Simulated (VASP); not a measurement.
# I (Cmce) in VASP: further runs

The runs below take I through single point, with r2SCAN.

All numbers are computed with VASP 6.6.1; they aren't measurements. Logs are shortened: lines on timing, memory, paths and dates and some standing lists are left out, and cuts for length are marked.

## Step 1: The cell of the first run

The structure is orthorhombic, space group Cmce (No. 64). Conventional cell: a = 7.740 Å, b = 4.625 Å, c = 9.889 Å, α = 90.00°, β = 90.00°, γ = 90.00°. Within 3.7 Å of I (site symmetry m) lie 3 I at 2.77 to 3.46 Å.

## Step 2: Single point, r2SCAN

File POSCAR:

```
I
1.0
    3.8700614829     -2.3126028644      0.0000000000
    3.8700614829      2.3126028644      0.0000000000
    0.0000000000      0.0000000000      9.8887353286
I
4
Direct
    0.8457315776      0.1542684224      0.1200270546
    0.6542684224      0.3457315776      0.6200270546
    0.1542684224      0.8457315776      0.8799729454
    0.3457315776      0.6542684224      0.3799729454
```

File INCAR.step1:

```
SYSTEM = I
PREC = Accurate
ENCUT = 520
ISMEAR = -1
SIGMA = 0.05
LREAL = .FALSE.
LASPH = .TRUE.
NELM = 100
NBANDS = 22
GGA = PE
ALGO = Normal
EDIFF = 1E-4
LWAVE = .TRUE.
LCHARG = .FALSE.
```

File INCAR.step2:

```
SYSTEM = I
PREC = Accurate
ENCUT = 520
EDIFF = 1E-7
ISMEAR = -1
SIGMA = 0.05
LREAL = .FALSE.
LASPH = .TRUE.
NELM = 100
ALGO = Normal
ISIF = 2
LWAVE = .FALSE.
LCHARG = .FALSE.
METAGGA = R2SCAN
LMIXTAU = .TRUE.
NBANDS = 22
ISTART = 1
```

File KPOINTS:

```
Automatic mesh
0
G
  8 8 3
  0 0 0
```

Potentials or basis: VASP PAW PBE potentials, release 64 (I).

Started as:

```sh
cat potpaw_PBE.64/I/POTCAR > POTCAR
cp INCAR.step1 INCAR
mpirun -np 1 vasp_std > vasp.out
cp INCAR.step2 INCAR
mpirun -np 1 vasp_std > vasp.out
```

OUTCAR:

```text
SYSTEM = I
   PREC = Accurate
   ENCUT = 520
   EDIFF = 1E-7
   ISMEAR = -1
   LREAL = .FALSE.
   LASPH = .TRUE.
   NELM = 100
   ISIF = 2
   METAGGA = R2SCAN
   ISTART = 1

 ion  position               nearest neighbor table
   1  0.846  0.154  0.120-   3 2.77   4 3.46   4 3.46
   2  0.654  0.346  0.620-   4 2.77   3 3.46   3 3.46
   3  0.154  0.846  0.880-   1 2.77   2 3.46   2 3.46
   4  0.346  0.654  0.380-   2 2.77   1 3.46   1 3.46

  LATTYP: Found a base centered orthorhombic cell.
 ALAT       =     4.6252057288
 B/A-ratio  =     1.6734656618
 C/A-ratio  =     2.1380098332

  Lattice vectors:

 A1 = (  -3.8700614829,  -2.3126028644,   0.0000000000)
 A2 = (   3.8700614829,  -2.3126028644,   0.0000000000)
 A3 = (   0.0000000000,   0.0000000000,   9.8887353286)

Analysis of symmetry for initial positions (statically):
=====================================================================
 Subroutine PRICEL returns:
 Original cell was already a primitive cell.

 Routine SETGRP: Setting up the symmetry group for a
 base centered orthorhombic supercell.

 Subroutine GETGRP returns: Found  8 space group operations
 (whereof  4 operations were pure point group operations)
 out of a pool of  8 trial point group operations.

The static configuration has the point symmetry C_2h.
 The point group associated with its full space group is D_2h.

Analysis of symmetry for dynamics (positions and initial velocities):
=====================================================================
 Subroutine PRICEL returns:
 Original cell was already a primitive cell.

 Routine SETGRP: Setting up the symmetry group for a
 base centered orthorhombic supercell.

 Subroutine GETGRP returns: Found  8 space group operations
 (whereof  4 operations were pure point group operations)
 out of a pool of  8 trial point group operations.

The dynamic configuration has the point symmetry C_2h.
 The point group associated with its full space group is D_2h.

 Subroutine INISYM returns: Found  8 space group operations
 (whereof  4 operations are pure point group operations),
 and found     1 'primitive' translations

----------------------------------------------------------------------------------------

                                     Primitive cell

  volume of cell :     177.0067

  direct lattice vectors                    reciprocal lattice vectors
     3.870061483 -2.312602864  0.000000000     0.129196914 -0.216206599  0.000000000
     3.870061483  2.312602864  0.000000000     0.129196914  0.216206599  0.000000000
     0.000000000  0.000000000  9.888735329     0.000000000  0.000000000  0.101125166

  length of vectors
     4.508381959  4.508381959  9.888735329     0.251867298  0.251867298  0.101125166

  position of ions in fractional coordinates (direct lattice)
     0.845731578  0.154268422  0.120027055
     0.654268422  0.345731578  0.620027055
     0.154268422  0.845731578  0.879972945
     0.345731578  0.654268422  0.379972945

  ion indices of the primitive-cell ions
   primitive index   ion index
                 1           1
                 2           2
                 3           3
                 4           4

----------------------------------------------------------------------------------------

 KPOINTS: Automatic mesh

Automatic generation of k-mesh.
 Grid dimensions read from file:
 generate k-points for:    8    8    3

 Generating k-lattice:

  Cartesian coordinates                     Fractional coordinates (reciprocal lattice)
     0.016149614 -0.027025825  0.000000000     0.125000000  0.000000000  0.000000000
     0.016149614  0.027025825  0.000000000     0.000000000  0.125000000  0.000000000
     0.000000000  0.000000000  0.033708389     0.000000000  0.000000000  0.333333333

  Length of vectors
     0.031483412  0.031483412  0.033708389

  Shift w.r.t. Gamma in fractional coordinates (k-lattice)
     0.000000000  0.000000000  0.000000000

 Subroutine IBZKPT returns following result:
 ===========================================

 Found     42 irreducible k-points:

 Following reciprocal coordinates:
            Coordinates               Weight
  0.000000  0.000000  0.000000      1.000000
  0.125000 -0.000000  0.000000      4.000000
  0.250000 -0.000000  0.000000      4.000000
  0.375000 -0.000000  0.000000      4.000000
  0.500000 -0.000000  0.000000      2.000000
  0.125000  0.125000  0.000000      2.000000
[... 16 lines left out ...]
  0.125000 -0.000000  0.333333      8.000000
  0.250000 -0.000000  0.333333      8.000000
 [... further k-points ...]
   k-points           NKPTS =     42   k-points in BZ     NKDIM =     42   number of bands    NBANDS=     22
   number of dos      NEDOS =    301   number of ions     NIONS =      4
   total plane-waves  NPLWV = 103680
   dimension x,y,z NGX =    36 NGY =   36 NGZ =   80
   dimension x,y,z NGXF=    72 NGYF=   72 NGZF=  160
   ions per type =               4
   NGX,Y,Z   is equivalent  to a cutoff of  13.27, 13.27, 13.45 a.u.
   NGXF,Y,Z  is equivalent  to a cutoff of  26.55, 26.55, 26.90 a.u.
 SYSTEM =  I
   PREC   = accura    normal or accurate (medium, high low for compatibility)
   ISTART =      1    job   : 0-new  1-cont  2-samecut
   ICHARG =      0    charge: 1-file 2-atom 10-const
   ISPIN  =      1    spin polarized calculation?
   LNONCOLLINEAR =      F non collinear calculations
   LSORBIT =      F    spin-orbit coupling
   LASPH  =      T    aspherical Exc in radial PAW
   ENCUT  =  520.0 eV  38.22 Ry    6.18 a.u.   8.38  8.38 18.39*2*pi/ulx,y,z
   NELM   =    100;   NELMIN=  2; NELMDL=  0     # of ELM steps
   EDIFF  = 0.1E-06   stopping-criterion for ELM
   LREAL  =      F    real-space projection
   EDIFFG = 0.1E-05   stopping-criterion for IOM
   NSW    =      0    number of steps for IOM
   IBRION =     -1    ionic relax: 0-MD 1-quasi-New 2-CG
   NFREE  =      0    steps in history (QN), initial steepest desc. (CG)
   ISIF   =      2    stress and relaxation
   ISYM   =      2    0-nonsym 1-usesym 2-fastsym
   POTIM  = 0.5000    time-step for ionic-motion
   TEBEG  =    0.0;   TEEND  =   0.0 temperature during run
   PSTRESS=    0.0 pullay stress
   NELECT =      28.0000    total number of electrons
   NUPDOWN=      -1.0000    fix difference up-down
   EMIN   =  10.00;   EMAX   =-10.00  energy-range for DOS
   EFERMI =   0.00;   METHOD = LEGACY
   ISMEAR =    -1;   SIGMA  =   0.05  broadening in eV -4-tet -1-fermi 0-gaus
   EFERMI_NEDOS =   21; number of points for ismear=-14 and -15
   IALGO  =     38    algorithm
   IMIX   =      4    mixing-type and parameters
     AMIX     =   0.40;   BMIX     =  1.00
     AMIX_MAG =   1.60;   BMIX_MAG =  1.00
  volume/ion in A,a.u.               =      44.25       298.63
  Fermi-wavevector in a.u.,A,eV,Ry     =   0.885383  1.673130 10.665637  0.783902
  Thomas-Fermi vector in A             =   2.006409
   LORBIT       =      0    0 simple, 1 ext, 2 COOP (PROOUT), +10 PAW based schemes
   METAGGA = R2SCAN    functional components
   LHFCALC =     F    Hartree Fock is set to
   AEXX    =    0.0000 exact exchange contribution
   IVDW    =     0    specifies the selected vdW correction
   LEPSILON=     F    determine dielectric tensor
   LRPA    =     F    only Hartree local field effects (RPA)
 non-spin polarized calculation
  energy-cutoff  :      520.00
  volume of cell :      177.01
 maximum number of plane-waves:      4791
 NGX is ok and might be reduce to    36
   NGX = 17   NGY = 17   NGZ = 37

 number of electron      27.9999999 magnetization

 Free energy of the ion-electron system (eV)
  ---------------------------------------------------
  ext. energy  EPLUGINS =         0.00000000
  ---------------------------------------------------
  free energy    TOTEN  =       -98.22676617 eV

  energy without entropy =      -98.22676548  energy(sigma->0) =      -98.22676583

 E-fermi :   2.5213     XC(G=0):  -8.2226

 val. band max:        1.9416767549   @ k =   0.0000   0.0000   0.0000
 cond. band min:       3.1489297326   @ k =   0.5000   0.5000   0.0000
 fundamental gap:      1.2072529777
 Fermi energy:         2.5212517986

 k-point     1 :       0.0000    0.0000    0.0000
  band No.  band energies     occupation
      1     -11.9347      2.00000
      2     -11.3138      2.00000
      3     -10.1319      2.00000
      4      -8.9547      2.00000
      5      -2.6947      2.00000
      6      -1.1695      2.00000
[... 14 lines left out ...]
     21       9.8081      0.00000
     22      10.3475      0.00000

 k-point     2 :       0.1250   -0.0000    0.0000
  band No.  band energies     occupation
      1     -11.8800      2.00000
      2     -11.2970      2.00000
      3     -10.0881      2.00000
      4      -9.0058      2.00000
      5      -2.6786      2.00000
      6      -1.3358      2.00000
[... 14 lines left out ...]
     21       9.7143      0.00000
     22       9.9026      0.00000

 k-point     3 :       0.2500   -0.0000    0.0000
  band No.  band energies     occupation
      1     -11.7312      2.00000
      2     -11.2661      2.00000
      3      -9.9665      2.00000
      4      -9.1502      2.00000
      5      -2.6763      2.00000
      6      -1.8319      2.00000
[... 14 lines left out ...]
     21       9.7896      0.00000
     22      10.1129      0.00000
[... 476 lines left out ...]
 k-point    23 :       0.1250   -0.0000    0.3333
  band No.  band energies     occupation
      1     -11.7752      2.00000
      2     -11.5024      2.00000
      3      -9.7698      2.00000
      4      -9.2487      2.00000
      5      -2.4009      2.00000
      6      -1.7766      2.00000
[... 14 lines left out ...]
     21       9.6352      0.00000
     22       9.7491      0.00000

 k-point    24 :       0.2500   -0.0000    0.3333
  band No.  band energies     occupation
      1     -11.6423      2.00000
      2     -11.4197      2.00000
      3      -9.7311      2.00000
      4      -9.3333      2.00000
      5      -2.4913      2.00000
      6      -2.0482      2.00000
[... 14 lines left out ...]
     21       9.6103      0.00000
     22       9.8393      0.00000

 [... further k-points ...]

------------------------ aborting loop because EDIFF is reached ----------------------------------------

  FORCE on cell =-STRESS in cart. coord.  units (eV):
  Direction    XX          YY          ZZ          XY          YZ          ZX
  --------------------------------------------------------------------------------------
  -------------------------------------------------------------------------------------
  Total       -0.0016948     -0.0630876     -0.1378056      0.0000000      0.0000000      0.0000000
  in kB       -0.0153409     -0.5710375     -1.2473482      0.0000000      0.0000000      0.0000000
  external PRESSURE =      -0.6112422 kB  Pullay stress =       0.0000000 kB

 VOLUME and BASIS-vectors are now :
 -----------------------------------------------------------------------------
  energy-cutoff  :      520.00
  volume of cell :      177.01
      direct lattice vectors                 reciprocal lattice vectors
     3.870061483 -2.312602864  0.000000000     0.129196914 -0.216206599  0.000000000
     3.870061483  2.312602864  0.000000000     0.129196914  0.216206599  0.000000000
     0.000000000  0.000000000  9.888735329     0.000000000  0.000000000  0.101125166

 POSITION                                       TOTAL-FORCE (eV/Angst)
 -----------------------------------------------------------------------------------
      3.87006     -1.59908      1.18692         0.000000      0.001550     -0.001885
      3.87006     -0.71352      6.13128         0.000000     -0.001550     -0.001885
      3.87006      1.59908      8.70182         0.000000     -0.001550      0.001885
      3.87006      0.71352      3.75745         0.000000      0.001550      0.001885
 -----------------------------------------------------------------------------------
    total drift:                               -0.000000     -0.000000     -0.000000

  FREE ENERGIE OF THE ION-ELECTRON SYSTEM (eV)
  ---------------------------------------------------
  free  energy   TOTEN  =       -98.2267661733 eV

  energy  without entropy=      -98.2267654847  energy(sigma->0) =      -98.22676583
```

It took 12 min on 1 thread of AMD EPYC 7R13 (Zen 3), shared host; peak memory 0.37 GiB.

Results:

```
Free energy            : -98.2268 eV
Pressure               : -0.1 GPa
Band gap on the k mesh : 1.21 eV (least direct gap 1.28 eV)
```

Forces on the atoms (eV/Å):
```
I    0.000  0.002 -0.002
I    0.000 -0.002 -0.002
I    0.000 -0.002  0.002
I    0.000  0.002  0.002
```

Caveat: the PAW data sets were made with another functional, which shifts forces and pressure a little; spin-orbit coupling is left out, which moves the levels of the heavy elements.

## Step 3: Single point, r2SCAN (49.56 Å³/atom)

This run uses another cell than the first one, of 49.56 Å³/atom.

File POSCAR:

```
I
1.0
    4.0190542848     -2.4016353467      0.0000000000
    4.0190542848      2.4016353467      0.0000000000
    0.0000000000      0.0000000000     10.2694399738
I
4
Direct
    0.8457315776      0.1542684224      0.1200270546
    0.6542684224      0.3457315776      0.6200270546
    0.1542684224      0.8457315776      0.8799729454
    0.3457315776      0.6542684224      0.3799729454
```

File INCAR.step1:

```
SYSTEM = I
PREC = Accurate
ENCUT = 520
ISMEAR = -1
SIGMA = 0.05
LREAL = .False.
LASPH = .True.
NELM = 80
NBANDS = 22
GGA = PE
ALGO = Normal
EDIFF = 1E-4
LWAVE = .True.
LCHARG = .False.
```

File INCAR.step2:

```
SYSTEM = I
PREC = Accurate
ENCUT = 520
EDIFF = 1E-6
ISMEAR = -1
SIGMA = 0.05
LREAL = .False.
LASPH = .True.
NELM = 80
ALGO = Normal
ISIF = 2
LWAVE = .False.
LCHARG = .False.
METAGGA = R2SCAN
LMIXTAU = .True.
NBANDS = 22
ISTART = 1
```

File KPOINTS:

```
regular mesh
0
Gamma
  8 8 3
  0 0 0
```

Potentials or basis: VASP PAW PBE potentials, release 64 (I).

Started as:

```sh
cat potpaw_PBE.64/I/POTCAR > POTCAR
cp INCAR.step1 INCAR
mpirun -np 1 vasp_std > vasp.out
cp INCAR.step2 INCAR
mpirun -np 1 vasp_std > vasp.out
```

It took 9.7 min on 1 thread of AMD EPYC 7R13 (Zen 3), shared host; peak memory 0.38 GiB.

Results (log left out):

- Free energy: -98.0695 eV
- Pressure: -2.1 GPa
- Largest force: 0.564 eV/Å
- Band gap on the k mesh: 0.99 eV (least direct gap 1.04 eV)

Forces on the atoms (eV/Å):
```
I    0.000 -0.361 -0.432
I    0.000  0.361 -0.432
I    0.000  0.361  0.432
I    0.000 -0.361  0.432
```

Stress tensor (GPa, compression positive):
```
-0.31  0.00  0.00
 0.00 -2.04  0.00
 0.00  0.00 -3.95
```

Levels at points of the mesh, in eV from the valence-band top:
| k point | band 11 | band 12 | band 13 | band 14 | band 15 | band 16 | band 17 | band 18 |
| --- | --- | --- | --- | --- | --- | --- | --- | --- |
| (0.00, 0.00, 0.00) | -1.02 | -0.47 | -0.33 | 0.00 | 1.04 | 1.87 | 5.64 | 6.00 |
| (0.50, 0.00, 0.00) | -1.20 | -1.20 | -0.53 | -0.53 | 1.90 | 1.90 | 6.16 | 6.16 |
| (0.50, 0.50, 0.00) | -1.48 | -1.19 | -0.59 | -0.28 | 0.99 | 1.70 | 5.92 | 6.75 |

Caveat: the PAW data sets were made with another functional, which shifts forces and pressure a little; spin-orbit coupling is left out, which moves the levels of the heavy elements.
